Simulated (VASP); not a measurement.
CdF2: single point with r2SCAN

The system is CdF2.

```
CELL_PARAMETERS angstrom
-0.04814 2.64604 2.64604
2.64604 -0.04814 2.64604
2.64604 2.64604 -0.04814
ATOMIC_POSITIONS crystal
Cd 0.00000 0.00000 0.00000
F 0.25140 0.25140 0.25140
F 0.74860 0.74860 0.74860
```

This cell differs from its parent crystal: strain along [111] -2.7%.

```
Program                : VASP 6.6.1
Task                   : single point
Functional             : r2SCAN
Potentials or basis    : VASP PAW PBE potentials, release 64 (Cd, F)
Cutoff                 : 520 eV
k mesh                 : 8 × 8 × 8
Occupations            : gaussian, width 0.01 eV
Spin                   : no spin polarisation
Dipole correction      : no
Further INCAR settings : ALGO = Normal; EDIFF = 1e-06; NBANDS = 20
```

```json
{"Pressure": "4.5 GPa", "Largest force": "0.012 eV/Å", "Band gap on the k mesh": "3.85 eV (least direct gap 4.25 eV)"}
```

Forces in eV/Å, atoms in the order of the input:
```
Cd   0.000  0.000  0.000
F    0.007  0.007  0.007
F   -0.007 -0.007 -0.007
```

Stress tensor (GPa, compression positive):
```
4.48 0.56 0.56
0.56 4.48 0.56
0.56 0.56 4.48
```

Levels at points of the mesh, in eV from the valence-band top:
```
           k point  band 11  band 12  band 13  band 14  band 15  band 16
(0.00, 0.00, 0.00)    -0.50    -0.50    -0.40     3.85    13.57    13.57
(0.50, 0.00, 0.00)    -1.94    -0.37    -0.35     8.16     9.75    15.79
(0.50, 0.50, 0.00)    -0.57    -0.12    -0.07     9.11    10.70    12.25
(0.50, 0.50, 0.50)    -1.96    -0.44    -0.44     8.32     9.89    15.70
```

Run time: 77 s on 1 thread of AMD EPYC 9R45 96-Core Processor (Zen 5), with other jobs on the host, peak memory 0.16 GiB.

Caveat: the cell differs from its parent crystal (strain along [111] -2.7%); the cell stands under pressure; the PAW data sets were made with another functional, which shifts forces and pressure a little. A k mesh can miss the band edges.
